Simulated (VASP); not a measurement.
# Bi2Se3 (R-3m) in VASP: notebook, part 2 of 2

VASP 6.6.1.

## (5) Relaxation of cell and atoms, PBEsol

This run uses another cell than the first one, of 28.16 Å³/atom.

The input, INCAR:

```
SYSTEM = Bi2Se3
PREC = Accurate
ENCUT = 600
EDIFF = 1E-7
ISMEAR = 0
SIGMA = 0.03
LREAL = .FALSE.
LASPH = .TRUE.
NELM = 80
ALGO = Normal
ISIF = 3
LWAVE = .FALSE.
LCHARG = .FALSE.
GGA = PS
IBRION = 2
NSW = 90
EDIFFG = -0.005
KPAR = 2
```

The input, KPOINTS:

```
regular mesh
0
G
  8 8 8
  0 0 0
```

The input, POSCAR:

```
Bi2Se3                                  
1.0
    2.0659355075      1.1927684214      9.5231892464
   -2.0659355075      1.1927684214      9.5231892464
    0.0000000000     -2.3855368428      9.5231892464
  Bi              Se            
     2     3
Direct
     0.4002891862580206    0.4002891862580206    0.4002891862580206
     0.5997108137419794    0.5997108137419794    0.5997108137419794
     0.0000000000000000    0.0000000000000000    0.0000000000000000
     0.2114285618617105    0.2114285618617105    0.2114285618617104
     0.7885714381382896    0.7885714381382896    0.7885714381382896
```

Potentials or basis: VASP PAW PBE potentials, release 64 (Bi_d, Se).

The run is started by

```bash
$ cat potpaw_PBE.64/Bi_d/POTCAR potpaw_PBE.64/Se/POTCAR > POTCAR
$ mpirun -np 2 vasp_std > vasp.out
```

OUTCAR:

```text
SYSTEM = Bi2Se3
   PREC = Accurate
   ENCUT = 600
   EDIFF = 1E-7
   ISMEAR = 0
   LREAL = .FALSE.
   LASPH = .TRUE.
   NELM = 80
   ISIF = 3
   GGA = PS
   IBRION = 2
   NSW = 90
   EDIFFG = -0.005

 ion  position               nearest neighbor table
   1  0.400  0.400  0.400-   5 2.86   5 2.86   5 2.86   3 3.06   3 3.06   3 3.06
   2  0.600  0.600  0.600-   4 2.86   4 2.86   4 2.86   3 3.06   3 3.06   3 3.06
   3  0.000  0.000  0.000-   2 3.06   2 3.06   1 3.06   1 3.06   2 3.06   1 3.06
   4  0.211  0.211  0.211-   2 2.86   2 2.86   2 2.86
   5  0.789  0.789  0.789-   1 2.86   1 2.86   1 2.86

  LATTYP: Found a trigonal (rhomboedric) cell.
 ALAT       =     9.8174293708
 COS(alpha) =     0.9114338136

  Lattice vectors:

 A1 = (   2.0659355075,   1.1927684214,   9.5231892464)
 A2 = (  -2.0659355075,   1.1927684214,   9.5231892464)
 A3 = (   0.0000000000,  -2.3855368428,   9.5231892464)

Analysis of symmetry for initial positions (statically):
=====================================================================
 Subroutine PRICEL returns:
 Original cell was already a primitive cell.

 Routine SETGRP: Setting up the symmetry group for a
 trigonal (rhombohedral) supercell.

 Subroutine GETGRP returns: Found 12 space group operations
 (whereof 12 operations were pure point group operations)
 out of a pool of 12 trial point group operations.

The static configuration has the point symmetry D_3d.

Analysis of symmetry for dynamics (positions and initial velocities):
=====================================================================
 Subroutine PRICEL returns:
 Original cell was already a primitive cell.

 Routine SETGRP: Setting up the symmetry group for a
[... 187 lines left out ...]
      0.00000      0.00000      0.00000         0.000000     -0.000000     -0.000000
      0.00000      0.00000      6.04042         0.000000     -0.000000     -0.001787
      0.00000      0.00000     22.52915         0.000000     -0.000000      0.001787
 -----------------------------------------------------------------------------------
    total drift:                                0.000000      0.000000     -0.000000

  FREE ENERGIE OF THE ION-ELECTRON SYSTEM (eV)
  ---------------------------------------------------
  free  energy   TOTEN  =       -22.0523267335 eV

  energy  without entropy=      -22.0523244868  energy(sigma->0) =      -22.05232561

--------------------------------------- Ionic step        2  -------------------------------------------

 number of electron      48.0000004 magnetization

 Free energy of the ion-electron system (eV)
  ---------------------------------------------------
  ext. energy  EPLUGINS =         0.00000000
  ---------------------------------------------------
  free energy    TOTEN  =       -22.05233342 eV

  energy without entropy =      -22.05233120  energy(sigma->0) =      -22.05233231

 E-fermi :   4.9893     XC(G=0):  -9.7176

 val. band max:        4.9340791156   @ k =   0.0000   0.0000   0.0000
 cond. band min:       5.0446174873   @ k =   0.0000   0.0000   0.0000
 fundamental gap:      0.1105383717
 Fermi energy:         4.9893482963

 k-point     1 :       0.0000    0.0000    0.0000
  band No.  band energies     occupation
      1     -18.1247      2.00000
      2     -18.1247      2.00000
      3     -18.1226      2.00000
      4     -18.1226      2.00000
      5     -18.1146      2.00000
      6     -18.1119      2.00000
[... 733 lines left out ...]
     27       6.8750      0.00000
     28       7.7211      0.00000

 [... further k-points ...]

------------------------ aborting loop because EDIFF is reached ----------------------------------------

  FORCE on cell =-STRESS in cart. coord.  units (eV):
  Direction    XX          YY          ZZ          XY          YZ          ZX
  --------------------------------------------------------------------------------------
  -------------------------------------------------------------------------------------
  Total       -0.0016515     -0.0016515     -0.0111126      0.0000000      0.0000000     -0.0000000
  in kB       -0.0187869     -0.0187869     -0.1264093      0.0000000      0.0000000     -0.0000000
  external PRESSURE =      -0.0546610 kB  Pullay stress =       0.0000000 kB

 VOLUME and BASIS-vectors are now :
 -----------------------------------------------------------------------------
  energy-cutoff  :      600.00
  volume of cell :      140.85
      direct lattice vectors                 reciprocal lattice vectors
     2.066240248  1.192944363  9.523468023     0.241985413  0.139710343  0.035001255
    -2.066240248  1.192944363  9.523468023    -0.241985413  0.139710343  0.035001255
     0.000000000 -2.385888727  9.523468023     0.000000000 -0.279420687  0.035001255

 POSITION                                       TOTAL-FORCE (eV/Angst)
 -----------------------------------------------------------------------------------
      0.00000      0.00000     11.43679         0.000000      0.000000      0.004994
      0.00000      0.00000     17.13362         0.000000     -0.000000     -0.004994
      0.00000      0.00000     28.57040        -0.000000     -0.000000     -0.000000
      0.00000      0.00000      6.04051         0.000000     -0.000000     -0.001083
      0.00000      0.00000     22.52989         0.000000     -0.000000      0.001083
 -----------------------------------------------------------------------------------
    total drift:                               -0.000000     -0.000000      0.000000

  FREE ENERGIE OF THE ION-ELECTRON SYSTEM (eV)
  ---------------------------------------------------
  free  energy   TOTEN  =       -22.0523334198 eV

  energy  without entropy=      -22.0523312002  energy(sigma->0) =      -22.05233231

 reached required accuracy - stopping structural energy minimisation
```

OSZICAR:

```text
N       E                     dE             d eps       ncg     rms          rms(c)
DAV:   1     0.496631908434E+03    0.49663E+03   -0.25101E+04  3640   0.197E+03
[... 16 lines left out ...]
DAV:   1    -0.220523764861E+02   -0.49793E-04   -0.32597E-03  5564   0.484E-01    0.368E-02
DAV:   2    -0.220523421035E+02    0.34383E-04   -0.96021E-05  4604   0.112E-01    0.153E-02
DAV:   3    -0.220523341871E+02    0.79164E-05   -0.37369E-05  5024   0.668E-02    0.342E-03
DAV:   4    -0.220523338821E+02    0.30507E-06   -0.15927E-06  4172   0.101E-02    0.168E-03
DAV:   5    -0.220523335685E+02    0.31360E-06   -0.11222E-07  2380   0.380E-03    0.664E-04
DAV:   6    -0.220523334137E+02    0.15475E-06   -0.76631E-08  2240   0.217E-03    0.217E-04
DAV:   7    -0.220523334198E+02   -0.60518E-08   -0.17153E-08  2160   0.155E-03
   2 F= -.22052333E+02 E0= -.22052332E+02  d E =-.668626E-05
```

It took 12 min on 2 MPI ranks of Intel Xeon 6975P-C (Granite Rapids), shared host; peak memory 1.2 GiB.

What came out:

| Item | Value |
| --- | --- |
| Free energy | -22.0523 eV |
| Relaxed volume | 28.17 Å³/atom |
| Relaxed cell | a = 9.818 Å, b = 9.818 Å, c = 9.818 Å, α = 24.30°, β = 24.30°, γ = 24.30° |
| Space group after relaxing (to 0.1 Å) | R-3m (No. 166) |
| Energy gained by relaxing | 0.0 meV/atom |
| Ionic steps | 2 |
| Pressure after relaxing | 0.0 GPa |
| Largest force after relaxing | 0.005 eV/Å |
| Band gap on the k mesh | 0.11 eV |

Forces in eV/Å, atoms in the order of the input:
```
Bi   0.000  0.000  0.005
Bi   0.000  0.000 -0.005
Se   0.000  0.000  0.000
Se   0.000  0.000 -0.001
Se   0.000  0.000  0.001
```

Final structure:
```
CELL_PARAMETERS angstrom
2.06624 1.19294 9.52347
-2.06624 1.19294 9.52347
0.00000 -2.38589 9.52347
ATOMIC_POSITIONS crystal
Bi 0.40030 0.40030 0.40030
Bi 0.59970 0.59970 0.59970
Se 0.00000 0.00000 0.00000
Se 0.21143 0.21143 0.21143
Se 0.78857 0.78857 0.78857
```

Caveat: the PAW data sets were made with another functional, which shifts forces and pressure a little; spin-orbit coupling is left out, which moves the levels of the heavy elements.
